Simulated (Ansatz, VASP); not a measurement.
# BeAl3: VASP beside Ansatz

INCAR

```
SYSTEM = BeAl3
  PREC = Accurate
  ENCUT = 520
  EDIFF = 1E-7
  ISMEAR = -1
  SIGMA = 0.05
  LREAL = .FALSE.
  LASPH = .TRUE.
  NELM = 100
  ALGO = Normal
  ISIF = 2
  LWAVE = .FALSE.
  LCHARG = .TRUE.
  GGA = PE
  LELF = .TRUE.
  LVHAR = .TRUE.
  NBANDS = 14
```

Contents of KPOINTS:

```
regular mesh
0
G
  8 8 8
  0 0 0
```

POSCAR

```
BeAl3
1.0
   -1.9421910000      1.9421910000      3.9289308600
    1.9421910000     -1.9421910000      3.9289308600
    1.9421910000      1.9421910000     -3.9289308600
Al Be
3 1
Direct
    0.5000000000      0.5000000000      0.0000000000
    0.2500000000      0.7500000000      0.5000000000
    0.7500000000      0.2500000000      0.5000000000
    0.0000000000      0.0000000000      0.0000000000
```

The input input.yaml:

```yaml
crystal:
  lattice:
    - [-1.942191, 1.942191, 3.92893086]
    - [1.942191, -1.942191, 3.92893086]
    - [1.942191, 1.942191, -3.92893086]
  atoms:
    - { symbol: Al, position: [0.5, 0.5, 0.0] }
    - { symbol: Al, position: [0.25, 0.75, 0.5] }
    - { symbol: Al, position: [0.75, 0.25, 0.5] }
    - { symbol: Be, position: [0.0, 0.0, 0.0] }
hamiltonian:
  xc: pbe
  pseudopotentials: { kind: paw }
kpoints:
  mp_grid: { grid: [8, 8, 8] }
  band_path:
    path:
      - [[0.0, 0.0, 0.0], [0.0, 0.0, 0.5], [-0.1221814026, 0.1221814026, 0.5], [-0.3110907013, 0.3110907013, 0.3110907013], [0.0, 0.0, 0.0], [0.5, 0.5, -0.5], [0.3110907013, 0.6889092987, -0.3110907013], [0.0, 0.5, 0.0], [0.25, 0.25, 0.25], [0.5, 0.5, -0.1221814026], [0.5, 0.5, -0.5]]
      - [[0.0, 0.0, 0.5], [0.25, 0.25, 0.25]]
    npoints: 14
scf:
  occupations: { method: fermi_dirac, width: 0.05 }
  n_extra_bands: 10
output:
  forces: true
  stress: true
  eigenvalues: true
  fatbands: false
```

Alike in both runs: functional PBE; k mesh 8 × 8 × 8; occupations fermi-dirac, width 0.05 eV; no spin polarisation.

|  | VASP | Ansatz |
| --- | --- | --- |
| version | VASP 6.6.1 | Ansatz 0.2.0 |
| potentials or method | VASP PAW PBE potentials, release 64 (Al, Be) | Ansatz PAW |
| plane-wave cutoff (eV) | 520 | 420 |
| valence electrons in the cell | 11 | 11 |
| task | single point | band structure |

|  | VASP | Ansatz | Ansatz less VASP |
| --- | --- | --- | --- |
| gap on the k mesh at the Fermi level (eV) | none | none | - |
| pressure (GPa) | -1.0 | -1.0 | +0.02 |
| traceless stress, the component that is largest in VASP (GPa) | -1.86 | -1.86 | -0.001 |

A gap of «none» marks a metal or a gap that the smearing closes.
